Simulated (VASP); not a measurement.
Set up this calculation in VASP 6.6.1, as the native input.

```yaml
Task: single point
Functional: PBE
Potentials_or_basis: VASP PAW PBE potentials, release 64 (Ba_sv, Te)
Cutoff: 520 eV
k_mesh: 6 × 6 × 4
Occupations: gaussian, width 0.01 eV
Spin: no spin polarisation
Dipole_correction: no
Further_INCAR_settings: ALGO = Normal; EDIFF = 1e-06; NBANDS = 24
```

The structure of BaTe lies in POSCAR:

```
BaTe
1.0
    5.9738370756      0.0000000000      0.0000000000
   -2.9869185378      5.1734946656      0.0000000000
    0.0000000000      0.0000000000      7.0021674480
Ba Te
2 2
Direct
    0.3333333333      0.6666666667      0.2500000000
    0.6666666667      0.3333333333      0.7500000000
    0.6666666667      0.3333333333      0.2500000000
    0.3333333333      0.6666666667      0.7500000000
```

These files were run (other wordings do the same):

INCAR

```
PREC     = Accurate       # precision mode
ENCUT    = 520            # plane-wave cutoff, eV
EDIFF    = 1E-6           # SCF threshold, eV
ISMEAR   = 0              # smearing method
SIGMA    = 0.01           # smearing width, eV
LREAL    = F              # projectors in reciprocal space
LASPH    = T              # aspherical terms in the spheres
NELM     = 100            # most SCF steps
ALGO     = Normal         # electronic algorithm
ISIF     = 2              # what is computed and relaxed
LWAVE    = F              # write WAVECAR
LCHARG   = T              # write CHGCAR
GGA      = PE             # functional
LELF     = T              # ELF
LVHAR    = T            
NBANDS   = 24             # bands
```

KPOINTS

```
regular mesh
0
Gamma
  6 6 4
```

Potentials or basis: VASP PAW PBE potentials, release 64 (Ba_sv, Te).

Launch:

```console
$ cat potpaw_PBE.64/Ba_sv/POTCAR potpaw_PBE.64/Te/POTCAR > POTCAR
$ mpirun -np 1 vasp_std > vasp.out
```

Results of the run:

```
Pressure               : 0.2 GPa
Band gap on the k mesh : 1.89 eV (least direct gap 2.17 eV)
```

Caveat: spin-orbit coupling is left out, which moves the levels of the heavy elements.

It took 2.2 min on 1 thread of Intel(R) Xeon(R) Platinum 8259CL CPU @ 2.50GHz (Skylake/Cascade Lake) (shared host), peak memory 0.39 GiB.
